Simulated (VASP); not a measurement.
# MgS (P6_3/mmc) in VASP: notebook

Aim: see how the results for MgS move with the level of theory and the settings. Levels: LDA, PBE, r2SCAN. Tasks: single point.

Everything below comes from runs of VASP 6.6.1. Logs are shortened: lines on timing, memory, paths and dates and some standing lists are left out, and cuts for length are marked.

## Step 1: The cell of the first run

It takes space group P6_3/mmc (No. 194, hexagonal). The conventional cell has a = 3.645 Å, b = 3.645 Å, c = 6.147 Å, α = 90.00°, β = 90.00°, γ = 120.00°. Within 3.4 Å of Mg (site symmetry -3m) lie 6 S at 2.61 Å and 2 Mg at 3.07 Å. Within 3.4 Å of S (site symmetry -6m2) lie 6 Mg at 2.61 Å.

## Step 2: Single point, LDA

INCAR

```
SYSTEM = MgS
ALGO = Normal
EDIFF = 1E-6
ENCUT = 520
GGA = CA
ISIF = 2
ISMEAR = 0
LASPH = .TRUE.
LCHARG = .TRUE.
LELF = .TRUE.
LREAL = .FALSE.
LVHAR = .TRUE.
LWAVE = .FALSE.
NBANDS = 16
NELM = 100
PREC = Accurate
SIGMA = 0.01
```

KPOINTS

```
k-points
0
G
  12 12 4
  0 0 0
```

POSCAR

```
MgS
1.0
    3.6454348062      0.0000000000      0.0000000000
   -1.8227174031      3.1570391500      0.0000000000
    0.0000000000      0.0000000000      6.1473560910
Mg S
2 2
Direct
    0.0000000000      0.0000000000      0.0000000000
    0.0000000000      0.0000000000      0.5000000000
    0.3333333333      0.6666666667      0.2500000000
    0.6666666667      0.3333333333      0.7500000000
```

Potentials or basis: VASP PAW LDA potentials, release 64 (Mg, S).

Run with:

```
$ cat potpaw_LDA.64/Mg/POTCAR potpaw_LDA.64/S/POTCAR > POTCAR
$ mpirun -np 1 vasp_std > vasp.out
```

OUTCAR:

```text
SYSTEM = MgS
   EDIFF = 1E-6
   ENCUT = 520
   GGA = CA
   ISIF = 2
   ISMEAR = 0
   LASPH = .TRUE.
   LREAL = .FALSE.
   NELM = 100
   PREC = Accurate

 ion  position               nearest neighbor table
   1  0.000  0.000  0.000-   3 2.61   4 2.61   3 2.61   4 2.61   4 2.61   3 2.61   2 3.07   2 3.07

   2  0.000  0.000  0.500-   3 2.61   4 2.61   3 2.61   4 2.61   4 2.61   3 2.61   1 3.07   1 3.07

   3  0.333  0.667  0.250-   1 2.61   2 2.61   1 2.61   2 2.61   1 2.61   2 2.61
   4  0.667  0.333  0.750-   1 2.61   2 2.61   1 2.61   2 2.61   1 2.61   2 2.61

  LATTYP: Found a hexagonal cell.
 ALAT       =     3.6454348062
 C/A-ratio  =     1.6863162881

  Lattice vectors:

 A1 = (   3.6454348062,   0.0000000000,   0.0000000000)
 A2 = (  -1.8227174031,   3.1570391500,   0.0000000000)
 A3 = (   0.0000000000,   0.0000000000,   6.1473560910)

Analysis of symmetry for initial positions (statically):
=====================================================================
 Subroutine PRICEL returns:
 Original cell was already a primitive cell.

 Routine SETGRP: Setting up the symmetry group for a
 hexagonal supercell.

 Subroutine GETGRP returns: Found 24 space group operations
 (whereof 12 operations were pure point group operations)
 out of a pool of 24 trial point group operations.

The static configuration has the point symmetry D_3d.
 The point group associated with its full space group is D_6h.

Analysis of symmetry for dynamics (positions and initial velocities):
=====================================================================
 Subroutine PRICEL returns:
 Original cell was already a primitive cell.

 Routine SETGRP: Setting up the symmetry group for a
 hexagonal supercell.

 Subroutine GETGRP returns: Found 24 space group operations
 (whereof 12 operations were pure point group operations)
 out of a pool of 24 trial point group operations.

The dynamic configuration has the point symmetry D_3d.
 The point group associated with its full space group is D_6h.

 Subroutine INISYM returns: Found 24 space group operations
 (whereof 12 operations are pure point group operations),
 and found     1 'primitive' translations

----------------------------------------------------------------------------------------

                                     Primitive cell

  volume of cell :      70.7486

  direct lattice vectors                    reciprocal lattice vectors
     3.645434806  0.000000000  0.000000000     0.274315700  0.158376243  0.000000000
    -1.822717403  3.157039150  0.000000000     0.000000000  0.316752486  0.000000000
     0.000000000  0.000000000  6.147356091     0.000000000  0.000000000  0.162671559

  length of vectors
     3.645434806  3.645434806  6.147356091     0.316752486  0.316752486  0.162671559

  position of ions in fractional coordinates (direct lattice)
     0.000000000  0.000000000  0.000000000
     0.000000000  0.000000000  0.500000000
     0.333333333  0.666666667  0.250000000
     0.666666667  0.333333333  0.750000000

  ion indices of the primitive-cell ions
   primitive index   ion index
                 1           1
                 2           2
                 3           3
                 4           4

----------------------------------------------------------------------------------------

 KPOINTS: k-points

Automatic generation of k-mesh.
 Grid dimensions read from file:
 generate k-points for:   12   12    4

 Generating k-lattice:

  Cartesian coordinates                     Fractional coordinates (reciprocal lattice)
     0.022859642  0.013198020  0.000000000     0.083333333 -0.000000000  0.000000000
     0.000000000  0.026396041  0.000000000     0.000000000  0.083333333  0.000000000
     0.000000000  0.000000000  0.040667890     0.000000000  0.000000000  0.250000000

  Length of vectors
     0.026396041  0.026396041  0.040667890

  Shift w.r.t. Gamma in fractional coordinates (k-lattice)
     0.000000000  0.000000000  0.000000000

 Subroutine IBZKPT returns following result:
 ===========================================

 Found     57 irreducible k-points:

 Following reciprocal coordinates:
            Coordinates               Weight
  0.000000  0.000000  0.000000      1.000000
  0.083333  0.000000  0.000000      6.000000
  0.166667  0.000000  0.000000      6.000000
  0.250000  0.000000  0.000000      6.000000
  0.333333  0.000000  0.000000      6.000000
  0.416667  0.000000  0.000000      6.000000
[... 16 lines left out ...]
  0.250000  0.000000  0.250000     12.000000
  0.333333  0.000000  0.250000     12.000000
 [... further k-points ...]
   k-points           NKPTS =     57   k-points in BZ     NKDIM =     57   number of bands    NBANDS=     16
   number of dos      NEDOS =    301   number of ions     NIONS =      4
   total plane-waves  NPLWV =  37632
   dimension x,y,z NGX =    28 NGY =   28 NGZ =   48
   dimension x,y,z NGXF=    56 NGYF=   56 NGZF=   96
   ions per type =               2   2
   NGX,Y,Z   is equivalent  to a cutoff of  12.77, 12.77, 12.98 a.u.
   NGXF,Y,Z  is equivalent  to a cutoff of  25.54, 25.54, 25.96 a.u.
 SYSTEM =  MgS
   PREC   = accura    normal or accurate (medium, high low for compatibility)
   ISTART =      0    job   : 0-new  1-cont  2-samecut
   ICHARG =      2    charge: 1-file 2-atom 10-const
   ISPIN  =      1    spin polarized calculation?
   LNONCOLLINEAR =      F non collinear calculations
   LSORBIT =      F    spin-orbit coupling
   LASPH  =      T    aspherical Exc in radial PAW
   ENCUT  =  520.0 eV  38.22 Ry    6.18 a.u.   6.78  6.78 11.43*2*pi/ulx,y,z
   NELM   =    100;   NELMIN=  2; NELMDL= -5     # of ELM steps
   EDIFF  = 0.1E-05   stopping-criterion for ELM
   LREAL  =      F    real-space projection
   EDIFFG = 0.1E-04   stopping-criterion for IOM
   NSW    =      0    number of steps for IOM
   IBRION =     -1    ionic relax: 0-MD 1-quasi-New 2-CG
   NFREE  =      0    steps in history (QN), initial steepest desc. (CG)
   ISIF   =      2    stress and relaxation
   ISYM   =      2    0-nonsym 1-usesym 2-fastsym
   POTIM  = 0.5000    time-step for ionic-motion
   TEBEG  =    0.0;   TEEND  =   0.0 temperature during run
   PSTRESS=    0.0 pullay stress
   NELECT =      16.0000    total number of electrons
   NUPDOWN=      -1.0000    fix difference up-down
   EMIN   =  10.00;   EMAX   =-10.00  energy-range for DOS
   EFERMI =   0.00;   METHOD = LEGACY
   ISMEAR =     0;   SIGMA  =   0.01  broadening in eV -4-tet -1-fermi 0-gaus
   EFERMI_NEDOS =   21; number of points for ismear=-14 and -15
   IALGO  =     38    algorithm
   IMIX   =      4    mixing-type and parameters
     AMIX     =   0.40;   BMIX     =  1.00
     AMIX_MAG =   1.60;   BMIX_MAG =  1.00
  volume/ion in A,a.u.               =      17.69       119.36
  Fermi-wavevector in a.u.,A,eV,Ry     =   0.997414  1.884840 13.535556  0.994835
  Thomas-Fermi vector in A             =   2.129569
   LORBIT       =      0    0 simple, 1 ext, 2 COOP (PROOUT), +10 PAW based schemes
   GGA     = CA    functional components
   LHFCALC =     F    Hartree Fock is set to
   AEXX    =    0.0000 exact exchange contribution
   IVDW    =     0    specifies the selected vdW correction
   LEPSILON=     F    determine dielectric tensor
   LRPA    =     F    only Hartree local field effects (RPA)
 non-spin polarized calculation
 Gauss-broadening in eV      SIGMA  =   0.01
  energy-cutoff  :      520.00
  volume of cell :       70.75
 maximum number of plane-waves:      1922
 NGX is ok and might be reduce to    28
   NGX = 13   NGY = 13   NGZ = 23

 number of electron      16.0000000 magnetization

 Free energy of the ion-electron system (eV)
  ---------------------------------------------------
  ext. energy  EPLUGINS =         0.00000000
  ---------------------------------------------------
  free energy    TOTEN  =       -19.03627970 eV

  energy without entropy =      -19.03627970  energy(sigma->0) =      -19.03627970

 E-fermi :   3.6694     XC(G=0):  -9.9595

 val. band max:        3.5621560404   @ k =   0.0000   0.0000   0.0000
 cond. band min:       6.7530675467   @ k =   0.3333   0.3333   0.0000
 fundamental gap:      3.1909115063
 Fermi energy:         3.6693743077

 k-point     1 :       0.0000    0.0000    0.0000
  band No.  band energies     occupation
      1      -9.1042      2.00000
      2      -7.8744      2.00000
      3      -1.4587      2.00000
      4       3.0770      2.00000
      5       3.0770      2.00000
      6       3.3257      2.00000
[... 8 lines left out ...]
     15      12.0204      0.00000
     16      12.7936      0.00000

 k-point     2 :       0.0833    0.0000    0.0000
  band No.  band energies     occupation
      1      -9.0414      2.00000
      2      -7.8369      2.00000
      3      -1.3760      2.00000
      4       2.6592      2.00000
      5       2.9644      2.00000
      6       3.1253      2.00000
[... 8 lines left out ...]
     15      11.8915      0.00000
     16      12.2857      0.00000

 k-point     3 :       0.1667    0.0000    0.0000
  band No.  band energies     occupation
      1      -8.8594      2.00000
      2      -7.7337      2.00000
      3      -1.1319      2.00000
      4       1.7079      2.00000
      5       2.2650      2.00000
      6       2.7062      2.00000
[... 8 lines left out ...]
     15      12.0865      0.00000
     16      12.2387      0.00000

 k-point     4 :       0.2500    0.0000    0.0000
  band No.  band energies     occupation
      1      -8.5788      2.00000
      2      -7.5932      2.00000
      3      -0.7394      2.00000
      4       0.6619      2.00000
      5       1.3745      2.00000
      6       2.4172      2.00000
[... 8 lines left out ...]
     15      12.0724      0.00000
     16      13.0905      0.00000
[... 324 lines left out ...]
 k-point    22 :       0.1667    0.0000    0.2500
  band No.  band energies     occupation
      1      -8.7256      2.00000
      2      -7.9403      2.00000
      3      -0.6557      2.00000
      4       1.6334      2.00000
      5       1.9841      2.00000
      6       2.8009      2.00000
[... 8 lines left out ...]
     15      12.2719      0.00000
     16      12.3037      0.00000

 k-point    23 :       0.2500    0.0000    0.2500
  band No.  band energies     occupation
      1      -8.4578      2.00000
      2      -7.7675      2.00000
      3      -0.4430      2.00000
      4       0.7576      2.00000
      5       1.2168      2.00000
      6       2.5244      2.00000
[... 8 lines left out ...]
     15      12.3938      0.00000
     16      13.0806      0.00000

 k-point    24 :       0.3333    0.0000    0.2500
  band No.  band energies     occupation
      1      -8.1404      2.00000
      2      -7.5949      2.00000
      3      -0.5380      2.00000
      4       0.0838      2.00000
      5       0.7977      2.00000
      6       2.2859      2.00000
[... 8 lines left out ...]
     15      13.1997      0.00000
     16      13.8911      0.00000

 [... further k-points ...]
[... 5 lines left out ...]
  --------------------------------------------------------------------------------------
  -------------------------------------------------------------------------------------
  Total       -1.6521736     -1.6521736     -1.7315732      0.0000000      0.0000000      0.0000000
  in kB      -37.4152442    -37.4152442    -39.2133327      0.0000000      0.0000000      0.0000000
  external PRESSURE =     -38.0146070 kB  Pullay stress =       0.0000000 kB

 VOLUME and BASIS-vectors are now :
 -----------------------------------------------------------------------------
  energy-cutoff  :      520.00
  volume of cell :       70.75
      direct lattice vectors                 reciprocal lattice vectors
     3.645434806  0.000000000  0.000000000     0.274315700  0.158376243  0.000000000
    -1.822717403  3.157039150  0.000000000     0.000000000  0.316752486  0.000000000
     0.000000000  0.000000000  6.147356091     0.000000000  0.000000000  0.162671559

 POSITION                                       TOTAL-FORCE (eV/Angst)
 -----------------------------------------------------------------------------------
      0.00000      0.00000      0.00000        -0.000000     -0.000000      0.000000
      0.00000      0.00000      3.07368        -0.000000     -0.000000      0.000000
     -0.00000      2.10469      1.53684        -0.000000      0.000000     -0.000000
      1.82272      1.05235      4.61052         0.000000      0.000000      0.000000
 -----------------------------------------------------------------------------------
    total drift:                                0.000000     -0.000000     -0.000000

  FREE ENERGIE OF THE ION-ELECTRON SYSTEM (eV)
  ---------------------------------------------------
  free  energy   TOTEN  =       -19.0362796996 eV

  energy  without entropy=      -19.0362796996  energy(sigma->0) =      -19.03627970
```

It took 21 s on 1 thread of Intel Xeon 6975P-C (Granite Rapids), shared host; peak memory 0.19 GiB.

Results:

```
Free energy            : -19.0363 eV
Pressure               : -3.8 GPa
Band gap on the k mesh : 3.19 eV, indirect (least direct gap 3.32 eV)
```

Stress tensor (GPa, compression positive):
```
-3.74  0.00  0.00
 0.00 -3.74  0.00
 0.00  0.00 -3.92
```

## Step 3: Single point, PBE

This run uses another cell than the first one, of 17.97 Å³/atom, 1.016 times its volume.

INCAR

```
PREC = Accurate ; ENCUT = 520
EDIFF = 1E-6 ; ISMEAR = -1
SIGMA = 0.02 ; LREAL = False
LASPH = True ; NELM = 100
ALGO = Normal ; ISIF = 2
LWAVE = False ; LCHARG = False
GGA = PE ; NBANDS = 16
```

KPOINTS

```
regular mesh
0
Gamma
  12 12 4
```

POSCAR

```
MgS
1.0
    3.6656507645      0.0000000000      0.0000000000
   -1.8328253823      3.1745466835      0.0000000000
    0.0000000000      0.0000000000      6.1784098559
Mg S
2 2
Direct
    0.0000000000      0.0000000000      0.0000000000
    0.0000000000      0.0000000000      0.5000000000
    0.3333333333      0.6666666667      0.2500000000
    0.6666666667      0.3333333333      0.7500000000
```

Potentials or basis: VASP PAW PBE potentials, release 64 (Mg, S).

Run with:

```
$ cat potpaw_PBE.64/Mg/POTCAR potpaw_PBE.64/S/POTCAR > POTCAR
$ mpirun -np 1 vasp_std > vasp.out
```

It took 21 s on 1 thread of Intel Xeon 6975P-C (Granite Rapids), shared host; peak memory 0.21 GiB.

Results (log left out):

```
Free energy            : -16.9021 eV
Pressure               : -0.3 GPa
Band gap on the k mesh : 3.38 eV, indirect (least direct gap 3.41 eV)
```

Levels at points of the mesh, in eV from the valence-band top:
```csv
k point,band 5,band 6,band 7,band 8,band 9,band 10,band 11,band 12
"(0.00, 0.00, 0.00)",-0.47,-0.23,0.00,0.00,3.41,4.61,6.83,7.80
"(0.50, 0.00, 0.00)",-2.79,-1.66,-1.55,-0.59,4.07,4.36,4.91,6.93
"(0.00, 0.00, 0.50)",-0.24,-0.24,-0.24,-0.24,4.74,4.74,7.56,7.56
"(0.50, 0.00, 0.50)",-1.48,-1.48,-1.12,-1.12,3.97,3.97,5.33,5.33
```

(Continued in part 2 of 2.)
